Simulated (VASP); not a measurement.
# Ge (Fd-3m) in VASP: notebook

Ge is run at these levels: LDA; tasks: single point.

Everything below comes from runs of VASP 6.6.1. Logs are shortened: lines on timing, memory, paths and dates and some standing lists are left out, and cuts for length are marked.

**1. The cell of the first run**

The structure is cubic, space group Fd-3m (No. 227). Conventional cell: a = 5.408 Å, b = 5.408 Å, c = 5.408 Å, α = 90.00°, β = 90.00°, γ = 90.00°. Within 3.1 Å of Ge (site symmetry -43m) lie 4 Ge at 2.34 Å.

**2. Single point, LDA**

Contents of INCAR:

```
SYSTEM = Ge
  ALGO = Normal
  EDIFF = 1E-6
  ENCUT = 520
  ISIF = 2
  ISMEAR = -1
  LASPH = .True.
  LCHARG = .False.
  LREAL = .False.
  LWAVE = .False.
  NBANDS = 21
  NELM = 80
  PREC = Accurate
  SIGMA = 0.08
```

Contents of KPOINTS:

```
k-points
0
Gamma
  12 12 12
  0 0 0
```

Contents of POSCAR:

```
Ge
1.0
    0.0000000000      2.7041950100      2.7041950100
    2.7041950100      0.0000000000      2.7041950100
    2.7041950100      2.7041950100      0.0000000000
Ge
2
Direct
   -0.1250000000     -0.1250000000     -0.1250000000
    0.1250000000      0.1250000000      0.1250000000
```

Potentials or basis: VASP PAW LDA potentials, release 64 (Ge_d).

The run is started by

```
$ cat potpaw_LDA.64/Ge_d/POTCAR > POTCAR
$ mpirun -np 1 vasp_std > vasp.out
```

OUTCAR:

```text
SYSTEM = Ge
   EDIFF = 1E-6
   ENCUT = 520
   ISIF = 2
   ISMEAR = -1
   LASPH = .True.
   LREAL = .False.
   NELM = 80
   PREC = Accurate

 ion  position               nearest neighbor table
   1  0.875  0.875  0.875-   2 2.34   2 2.34   2 2.34   2 2.34
   2  0.125  0.125  0.125-   1 2.34   1 2.34   1 2.34   1 2.34

  LATTYP: Found a face centered cubic cell.
 ALAT       =     5.4083900200

  Lattice vectors:

 A1 = (   0.0000000000,   2.7041950100,   2.7041950100)
 A2 = (   2.7041950100,   0.0000000000,   2.7041950100)
 A3 = (   2.7041950100,   2.7041950100,   0.0000000000)

Analysis of symmetry for initial positions (statically):
=====================================================================
 Subroutine PRICEL returns:
 Original cell was already a primitive cell.

 Routine SETGRP: Setting up the symmetry group for a
 face centered cubic supercell.

 Subroutine GETGRP returns: Found 48 space group operations
 (whereof 12 operations were pure point group operations)
 out of a pool of 48 trial point group operations.

The static configuration has the point symmetry D_3d.
 The point group associated with its full space group is O_h .

Analysis of symmetry for dynamics (positions and initial velocities):
=====================================================================
 Subroutine PRICEL returns:
 Original cell was already a primitive cell.

 Routine SETGRP: Setting up the symmetry group for a
 face centered cubic supercell.

 Subroutine GETGRP returns: Found 48 space group operations
 (whereof 12 operations were pure point group operations)
 out of a pool of 48 trial point group operations.

The dynamic configuration has the point symmetry D_3d.
 The point group associated with its full space group is O_h .

 Subroutine INISYM returns: Found 48 space group operations
 (whereof 12 operations are pure point group operations),
 and found     1 'primitive' translations

----------------------------------------------------------------------------------------

                                     Primitive cell

  volume of cell :      39.5498

  direct lattice vectors                    reciprocal lattice vectors
     0.000000000  2.704195010  2.704195010    -0.184897908  0.184897908  0.184897908
     2.704195010  0.000000000  2.704195010     0.184897908 -0.184897908  0.184897908
     2.704195010  2.704195010  0.000000000     0.184897908  0.184897908 -0.184897908

  length of vectors
     3.824309258  3.824309258  3.824309258     0.320252571  0.320252571  0.320252571

  position of ions in fractional coordinates (direct lattice)
     0.875000000  0.875000000  0.875000000
     0.125000000  0.125000000  0.125000000

  ion indices of the primitive-cell ions
   primitive index   ion index
                 1           1
                 2           2

----------------------------------------------------------------------------------------

 KPOINTS: k-points

Automatic generation of k-mesh.
 Grid dimensions read from file:
 generate k-points for:   12   12   12

 Generating k-lattice:

  Cartesian coordinates                     Fractional coordinates (reciprocal lattice)
    -0.015408159  0.015408159  0.015408159     0.083333333  0.000000000  0.000000000
     0.015408159 -0.015408159  0.015408159     0.000000000  0.083333333  0.000000000
     0.015408159  0.015408159 -0.015408159     0.000000000  0.000000000  0.083333333

  Length of vectors
     0.026687714  0.026687714  0.026687714

  Shift w.r.t. Gamma in fractional coordinates (k-lattice)
     0.000000000  0.000000000  0.000000000

 Subroutine IBZKPT returns following result:
 ===========================================

 Found     72 irreducible k-points:

 Following reciprocal coordinates:
            Coordinates               Weight
  0.000000  0.000000  0.000000      1.000000
  0.083333  0.000000  0.000000      8.000000
  0.166667  0.000000  0.000000      8.000000
  0.250000  0.000000  0.000000      8.000000
  0.333333  0.000000  0.000000      8.000000
  0.416667  0.000000  0.000000      8.000000
[... 16 lines left out ...]
  0.500000  0.166667  0.000000     24.000000
 -0.416667  0.166667  0.000000     24.000000
 [... further k-points ...]
   k-points           NKPTS =     72   k-points in BZ     NKDIM =     72   number of bands    NBANDS=     21
   number of dos      NEDOS =    301   number of ions     NIONS =      2
   total plane-waves  NPLWV =  21952
   dimension x,y,z NGX =    28 NGY =   28 NGZ =   28
   dimension x,y,z NGXF=    56 NGYF=   56 NGZF=   56
   ions per type =               2
   NGX,Y,Z   is equivalent  to a cutoff of  12.17, 12.17, 12.17 a.u.
   NGXF,Y,Z  is equivalent  to a cutoff of  24.34, 24.34, 24.34 a.u.
 SYSTEM =  Ge
   PREC   = accura    normal or accurate (medium, high low for compatibility)
   ISTART =      0    job   : 0-new  1-cont  2-samecut
   ICHARG =      2    charge: 1-file 2-atom 10-const
   ISPIN  =      1    spin polarized calculation?
   LNONCOLLINEAR =      F non collinear calculations
   LSORBIT =      F    spin-orbit coupling
   LASPH  =      T    aspherical Exc in radial PAW
   ENCUT  =  520.0 eV  38.22 Ry    6.18 a.u.   7.11  7.11  7.11*2*pi/ulx,y,z
   NELM   =     80;   NELMIN=  2; NELMDL= -5     # of ELM steps
   EDIFF  = 0.1E-05   stopping-criterion for ELM
   LREAL  =      F    real-space projection
   EDIFFG = 0.1E-04   stopping-criterion for IOM
   NSW    =      0    number of steps for IOM
   IBRION =     -1    ionic relax: 0-MD 1-quasi-New 2-CG
   NFREE  =      0    steps in history (QN), initial steepest desc. (CG)
   ISIF   =      2    stress and relaxation
   ISYM   =      2    0-nonsym 1-usesym 2-fastsym
   POTIM  = 0.5000    time-step for ionic-motion
   TEBEG  =    0.0;   TEEND  =   0.0 temperature during run
   PSTRESS=    0.0 pullay stress
   NELECT =      28.0000    total number of electrons
   NUPDOWN=      -1.0000    fix difference up-down
   EMIN   =  10.00;   EMAX   =-10.00  energy-range for DOS
   EFERMI =   0.00;   METHOD = LEGACY
   ISMEAR =    -1;   SIGMA  =   0.08  broadening in eV -4-tet -1-fermi 0-gaus
   EFERMI_NEDOS =   21; number of points for ismear=-14 and -15
   IALGO  =     38    algorithm
   IMIX   =      4    mixing-type and parameters
     AMIX     =   0.40;   BMIX     =  1.00
     AMIX_MAG =   1.60;   BMIX_MAG =  1.00
  volume/ion in A,a.u.               =      19.77       133.45
  Fermi-wavevector in a.u.,A,eV,Ry     =   1.459081  2.757264 28.965693  2.128918
  Thomas-Fermi vector in A             =   2.575690
   LORBIT       =      0    0 simple, 1 ext, 2 COOP (PROOUT), +10 PAW based schemes
   GGA     = CA    functional components
   LHFCALC =     F    Hartree Fock is set to
   AEXX    =    0.0000 exact exchange contribution
   IVDW    =     0    specifies the selected vdW correction
   LEPSILON=     F    determine dielectric tensor
   LRPA    =     F    only Hartree local field effects (RPA)
 non-spin polarized calculation
  energy-cutoff  :      520.00
  volume of cell :       39.55
 maximum number of plane-waves:      1090
   NGX = 15   NGY = 15   NGZ = 15

 number of electron      27.9999970 magnetization

 Free energy of the ion-electron system (eV)
  ---------------------------------------------------
  ext. energy  EPLUGINS =         0.00000000
  ---------------------------------------------------
  free energy    TOTEN  =       -10.23445428 eV

  energy without entropy =      -10.23358884  energy(sigma->0) =      -10.23402156

 E-fermi :   6.2578     XC(G=0): -10.9431

 val. band max:        6.1441620842   @ k =   0.0000   0.0000   0.0000
 cond. band min:       6.4217367751   @ k =   0.4167   0.4167   0.0000
 fundamental gap:      0.2775746909
 Fermi energy:         6.2577704255

 k-point     1 :       0.0000    0.0000    0.0000
  band No.  band energies     occupation
      1     -19.0431      2.00000
      2     -19.0431      2.00000
      3     -19.0431      2.00000
      4     -18.9947      2.00000
      5     -18.9947      2.00000
      6     -18.6983      2.00000
[... 13 lines left out ...]
     20      16.0720      0.00000
     21      16.0720      0.00000

 k-point     2 :       0.0833    0.0000    0.0000
  band No.  band energies     occupation
      1     -19.0494      2.00000
      2     -19.0494      2.00000
      3     -19.0415      2.00000
      4     -18.9860      2.00000
      5     -18.9860      2.00000
      6     -18.7055      2.00000
[... 13 lines left out ...]
     20      15.3379      0.00000
     21      15.3379      0.00000

 k-point     3 :       0.1667    0.0000    0.0000
  band No.  band energies     occupation
      1     -19.0603      2.00000
      2     -19.0603      2.00000
      3     -19.0373      2.00000
      4     -18.9691      2.00000
      5     -18.9691      2.00000
      6     -18.7183      2.00000
[... 13 lines left out ...]
     20      14.6906      0.00000
     21      14.6906      0.00000

 k-point     4 :       0.2500    0.0000    0.0000
  band No.  band energies     occupation
      1     -19.0689      2.00000
      2     -19.0689      2.00000
      3     -19.0315      2.00000
      4     -18.9533      2.00000
      5     -18.9533      2.00000
      6     -18.7292      2.00000
[... 13 lines left out ...]
     20      14.6960      0.00000
     21      14.6960      0.00000

 k-point     5 :       0.3333    0.0000    0.0000
  band No.  band energies     occupation
      1     -19.0739      2.00000
      2     -19.0739      2.00000
      3     -19.0257      2.00000
      4     -18.9424      2.00000
      5     -18.9424      2.00000
      6     -18.7358      2.00000
[... 13 lines left out ...]
     20      15.4688      0.00000
     21      15.4688      0.00000
[... 382 lines left out ...]
     20      16.2356      0.00000
     21      16.9194      0.00000

 k-point    22 :       0.4167    0.1667    0.0000
  band No.  band energies     occupation
      1     -19.0954      2.00000
      2     -19.0762      2.00000
      3     -19.0126      2.00000
      4     -18.9279      2.00000
      5     -18.8979      2.00000
      6     -18.8067      2.00000
[... 13 lines left out ...]
     20      17.3329      0.00000
     21      17.9571      0.00000

 k-point    23 :       0.5000    0.1667    0.0000
  band No.  band energies     occupation
      1     -19.1008      2.00000
      2     -19.0813      2.00000
      3     -18.9973      2.00000
      4     -18.9154      2.00000
      5     -18.9037      2.00000
      6     -18.7961      2.00000
[... 13 lines left out ...]
     20      17.9513      0.00000
     21      18.0662      0.00000

 k-point    24 :      -0.4167    0.1667    0.0000
  band No.  band energies     occupation
      1     -19.1008      2.00000
      2     -19.0853      2.00000
      3     -18.9888      2.00000
      4     -18.9173      2.00000
      5     -18.9061      2.00000
      6     -18.7768      2.00000
[... 13 lines left out ...]
     20      16.2959      0.00000
     21      17.0028      0.00000

 [... further k-points ...]
[... 5 lines left out ...]
  --------------------------------------------------------------------------------------
  -------------------------------------------------------------------------------------
  Total        2.7996590      2.7996590      2.7996590      0.0000000      0.0000000      0.0000000
  in kB      113.4153167    113.4153167    113.4153167      0.0000000      0.0000000      0.0000000
  external PRESSURE =     113.4153167 kB  Pullay stress =       0.0000000 kB

 VOLUME and BASIS-vectors are now :
 -----------------------------------------------------------------------------
  energy-cutoff  :      520.00
  volume of cell :       39.55
      direct lattice vectors                 reciprocal lattice vectors
     0.000000000  2.704195010  2.704195010    -0.184897908  0.184897908  0.184897908
     2.704195010  0.000000000  2.704195010     0.184897908 -0.184897908  0.184897908
     2.704195010  2.704195010  0.000000000     0.184897908  0.184897908 -0.184897908

 POSITION                                       TOTAL-FORCE (eV/Angst)
 -----------------------------------------------------------------------------------
      4.73234      4.73234      4.73234         0.000000      0.000000      0.000000
      0.67605      0.67605      0.67605        -0.000000     -0.000000     -0.000000
 -----------------------------------------------------------------------------------
    total drift:                                0.000000      0.000000     -0.000000

  FREE ENERGIE OF THE ION-ELECTRON SYSTEM (eV)
  ---------------------------------------------------
  free  energy   TOTEN  =       -10.2344542771 eV

  energy  without entropy=      -10.2335888435  energy(sigma->0) =      -10.23402156
```

Run time: 52 s. Hardware: 1 thread of Intel Xeon 8259CL, shared host; peak memory 0.17 GiB.

Results:

```yaml
Free_energy: -10.2345 eV
Pressure: 11.3 GPa
Band_gap_on_the_k_mesh: 0.28 eV (least direct gap 1.15 eV)
```

Caveat: the cell stands under pressure; semilocal functionals underestimate gaps, and a narrow one can read as zero.

**3. Single point, LDA**

Contents of INCAR:

```
SYSTEM = Ge
PREC     = Accurate       ! precision mode
ENCUT    = 520            ! plane-wave cutoff, eV
EDIFF    = 1E-6           ! SCF threshold, eV
ISMEAR   = -1             ! smearing method
SIGMA    = 0.08           ! smearing width, eV
LREAL    = .False.        ! projectors in reciprocal space
LASPH    = .True.         ! aspherical terms in the spheres
NELM     = 100            ! most SCF steps
ALGO     = Normal         ! electronic algorithm
ISIF     = 2              ! what is computed and relaxed
LWAVE    = .False.        ! write WAVECAR
LCHARG   = .False.        ! write CHGCAR
NBANDS   = 21             ! bands
```

Contents of KPOINTS:

```
Automatic mesh
0
Gamma
  12 12 12
  0 0 0
```

Contents of POSCAR:

```
Ge
1.0
    0.0000000000      2.7045316834      2.7045316834
    2.7045316834      0.0000000000      2.7045316834
    2.7045316834      2.7045316834      0.0000000000
Ge
2
Direct
   -0.1250000000     -0.1250000000     -0.1250000000
    0.1250000000      0.1250000000      0.1250000000
```

Potentials or basis: VASP PAW LDA potentials, release 64 (Ge_d).

The run is started by

```
$ cat potpaw_LDA.64/Ge_d/POTCAR > POTCAR
$ mpirun -np 1 vasp_std > vasp.out
```

OUTCAR:

```text
SYSTEM = Ge
   PREC = Accurate
   ENCUT = 520
   EDIFF = 1E-6
   ISMEAR = -1
   LREAL = .False.
   LASPH = .True.
   NELM = 100
   ISIF = 2

 ion  position               nearest neighbor table
   1  0.875  0.875  0.875-   2 2.34   2 2.34   2 2.34   2 2.34
   2  0.125  0.125  0.125-   1 2.34   1 2.34   1 2.34   1 2.34

  LATTYP: Found a face centered cubic cell.
 ALAT       =     5.4090633668

  Lattice vectors:

 A1 = (   0.0000000000,   2.7045316834,   2.7045316834)
 A2 = (   2.7045316834,   0.0000000000,   2.7045316834)
[... 189 lines left out ...]
      4     -18.9981      2.00000
      5     -18.9981      2.00000
      6     -18.7020      2.00000
[... 565 lines left out ...]
     20      16.2904      0.00000
     21      16.9968      0.00000

 [... further k-points ...]
[... 5 lines left out ...]
  --------------------------------------------------------------------------------------
  -------------------------------------------------------------------------------------
  Total        2.7905286      2.7905286      2.7905286      0.0000000     -0.0000000      0.0000000
  in kB      113.0032280    113.0032280    113.0032280      0.0000000     -0.0000000      0.0000000
  external PRESSURE =     113.0032280 kB  Pullay stress =       0.0000000 kB

 VOLUME and BASIS-vectors are now :
 -----------------------------------------------------------------------------
  energy-cutoff  :      520.00
  volume of cell :       39.56
      direct lattice vectors                 reciprocal lattice vectors
     0.000000000  2.704531683  2.704531683    -0.184874891  0.184874891  0.184874891
     2.704531683  0.000000000  2.704531683     0.184874891 -0.184874891  0.184874891
     2.704531683  2.704531683  0.000000000     0.184874891  0.184874891 -0.184874891

 POSITION                                       TOTAL-FORCE (eV/Angst)
 -----------------------------------------------------------------------------------
      4.73293      4.73293      4.73293         0.000000      0.000000     -0.000000
      0.67613      0.67613      0.67613        -0.000000     -0.000000      0.000000
 -----------------------------------------------------------------------------------
    total drift:                                0.000000      0.000000     -0.000000

  FREE ENERGIE OF THE ION-ELECTRON SYSTEM (eV)
  ---------------------------------------------------
  free  energy   TOTEN  =       -10.2355006817 eV

  energy  without entropy=      -10.2346366081  energy(sigma->0) =      -10.23506864
```

OSZICAR:

```text
N       E                     dE             d eps       ncg     rms          rms(c)
DAV:   1     0.181531511028E+03    0.18153E+03   -0.14389E+04  3424   0.371E+03
DAV:   2     0.146487838752E+02   -0.16688E+03   -0.16190E+03  3054   0.601E+02
DAV:   3    -0.971938992705E+01   -0.24368E+02   -0.24227E+02  3394   0.138E+02
DAV:   4    -0.104663396984E+02   -0.74695E+00   -0.74659E+00  3399   0.283E+01
DAV:   5    -0.104775023407E+02   -0.11163E-01   -0.11162E-01  3449   0.371E+00    0.394E+00
DAV:   6    -0.103136408390E+02    0.16386E+00   -0.51484E-02  3372   0.149E+00    0.226E+00
DAV:   7    -0.102346978553E+02    0.78943E-01   -0.98256E-02  3601   0.212E+00    0.154E-01
DAV:   8    -0.102354909707E+02   -0.79312E-03   -0.68061E-03  3384   0.712E-01    0.390E-02
DAV:   9    -0.102355039988E+02   -0.13028E-04   -0.11272E-04  3504   0.766E-02    0.158E-02
DAV:  10    -0.102355009430E+02    0.30559E-05   -0.57321E-06  3102   0.303E-02    0.407E-03
DAV:  11    -0.102355006817E+02    0.26123E-06   -0.11496E-06  2508   0.672E-03
   1 F= -.10235501E+02 E0= -.10235069E+02  d E =-.864074E-03
```

stdout:

```text
POSCAR found type information on POSCAR Ge
 POSCAR found :  1 types and       2 ions
 scaLAPACK will be used
 LDA part: xc-table for (Slater(with rela. corr.)+CA(PZ))
 , standard interpolation
 POSCAR, INCAR and KPOINTS ok, starting setup
 FFT: planning ... GRIDC
 FFT: planning ... GRID_SOFT
 FFT: planning ... GRID
 WAVECAR not read
 entering main loop
```

It took 65 s on 1 thread of Intel Xeon 8259CL, shared host; peak memory 0.17 GiB.

Results:

```
Free energy            : -10.2355 eV
Pressure               : 11.3 GPa
Band gap on the k mesh : 0.28 eV (least direct gap 1.14 eV)
```

Levels at points of the mesh, in eV from the valence-band top:
| k point | band 11 | band 12 | band 13 | band 14 | band 15 | band 16 | band 17 | band 18 |
| --- | --- | --- | --- | --- | --- | --- | --- | --- |
| (0.00, 0.00, 0.00) | -13.91 | 0.00 | 0.00 | 0.00 | 1.14 | 2.57 | 2.57 | 2.57 |
| (0.50, 0.00, 0.00) | -11.47 | -8.34 | -1.63 | -1.63 | 0.51 | 3.77 | 3.77 | 7.01 |
| (0.50, 0.50, 0.00) | -9.49 | -9.49 | -3.58 | -3.58 | 0.47 | 0.47 | 10.57 | 10.57 |

Caveat: the cell stands under pressure; semilocal functionals underestimate gaps, and a narrow one can read as zero.
